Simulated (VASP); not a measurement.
Set up this calculation in VASP 6.6.1, as the native input.

- Task: single point
- Functional: r2SCAN
- Potentials or basis: VASP PAW PBE potentials, release 64 (C, Si)
- Cutoff: 520 eV
- k mesh: 8 × 8 × 6
- Occupations: gaussian, width 0.01 eV
- Spin: no spin polarisation
- Dipole correction: no
- Further INCAR settings: ALGO = Normal; EDIFF = 1e-06; NBANDS = 16

The system is SiC3.

```
C Si
1.0
     2.85125    0.00000    0.00000
     0.00000    2.85125    0.00000
     0.00000    0.00000    4.17026
C Si
3 1
Direct
  0.50000 0.00000 0.78627
  0.50000 0.50000 0.00000
  0.00000 0.50000 0.21373
  0.00000 0.00000 0.50000
```

One way to write it, as run:

POSCAR

```
SiC3
1.0
    2.8512459979      0.0000000000      0.0000000000
    0.0000000000      2.8512459979      0.0000000000
    0.0000000000      0.0000000000      4.1702608998
C Si
3 1
Direct
    0.5000000000      0.0000000000      0.7862689763
    0.5000000000      0.5000000000      0.0000000000
    0.0000000000      0.5000000000      0.2137310237
    0.0000000000      0.0000000000      0.5000000000
```

INCAR.step1

```
PREC = Accurate
ENCUT = 520
ISMEAR = 0
SIGMA = 0.01
LREAL = False
LASPH = True
NELM = 80
NBANDS = 16
GGA = PE
ALGO = Normal
EDIFF = 1E-4
LWAVE = True
LCHARG = False
```

INCAR.step2

```
PREC = Accurate
ENCUT = 520
EDIFF = 1E-6
ISMEAR = 0
SIGMA = 0.01
LREAL = False
LASPH = True
NELM = 80
ALGO = Normal
ISIF = 2
LWAVE = False
LCHARG = False
METAGGA = R2SCAN
LMIXTAU = True
NBANDS = 16
ISTART = 1
```

KPOINTS

```
Automatic mesh
0
Gamma
  8 8 6
```

Potentials or basis: VASP PAW PBE potentials, release 64 (C, Si).

Launch:

```sh
$ cat potpaw_PBE.64/C/POTCAR potpaw_PBE.64/Si/POTCAR > POTCAR
$ cp INCAR.step1 INCAR
$ mpirun -np 1 vasp_std > vasp.out
$ cp INCAR.step2 INCAR
$ mpirun -np 1 vasp_std > vasp.out
```

Results of the run:

* Pressure: -15.4 GPa
* Largest force: 0.325 eV/Å
* Band gap on the k mesh: 1.80 eV (least direct gap 2.12 eV)

Caveat: the cell stands under tension; the PAW data sets were made with another functional, which shifts forces and pressure a little.

Run time: 98 s on 1 thread of Intel Xeon 8259CL (shared host), peak memory 0.16 GiB.
